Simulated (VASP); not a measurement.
Wanted: the native input for a VASP 6.6.1 run.

```yaml
Task: single point
Functional: PBE
Potentials_or_basis: VASP PAW PBE potentials, release 64 (Nb_sv, Ga_d, Se)
Cutoff: 520 eV
k_mesh: 4 × 4 × 4
Occupations: gaussian, width 0.1 eV
Spin: no spin polarisation
Dipole_correction: no
Further_INCAR_settings: ALGO = Normal; EDIFF = 1e-07; NBANDS = 30
```

The structure of NbGaSe3 lies in POSCAR:

```
NbGaSe3
1.0
    4.6044889500      0.0000000000      0.0000000000
    0.0000000000      4.6044889500      0.0000000000
    0.0000000000      0.0000000000      4.6044889500
Nb Ga Se
1 1 3
Direct
    0.0000000000      0.0000000000      0.0000000000
    0.5000000000      0.5000000000      0.5000000000
    0.0000000000      0.5000000000      0.5000000000
    0.5000000000      0.0000000000      0.5000000000
    0.5000000000      0.5000000000      0.0000000000
```

The cell was generated, and may not be a known phase.

These files were run (other wordings do the same):

INCAR

```
SYSTEM = NbGaSe3
ALGO = Normal
EDIFF = 1E-7
ENCUT = 520
GGA = PE
ISIF = 2
ISMEAR = 0
LASPH = .True.
LCHARG = .True.
LELF = .True.
LREAL = .False.
LVHAR = .True.
LWAVE = .False.
NBANDS = 30
NELM = 80
PREC = Accurate
SIGMA = 0.1
```

KPOINTS

```
k-points
0
Gamma
  4 4 4
  0 0 0
```

Potentials or basis: VASP PAW PBE potentials, release 64 (Nb_sv, Ga_d, Se).

The run is started by

```console
$ cat potpaw_PBE.64/Nb_sv/POTCAR potpaw_PBE.64/Ga_d/POTCAR potpaw_PBE.64/Se/POTCAR > POTCAR
$ mpirun -np 1 vasp_std > vasp.out
```

It gave:

The pressure is 14.3 GPa and the band gap on the k mesh is zero (bands 22 and 23 overlap by 0.93 eV).

Caveat: the cell stands under pressure.

Wall time 22 s on 1 thread of AMD EPYC 9R45 96-Core Processor (Zen 5), on a shared host, peak memory 0.19 GiB.
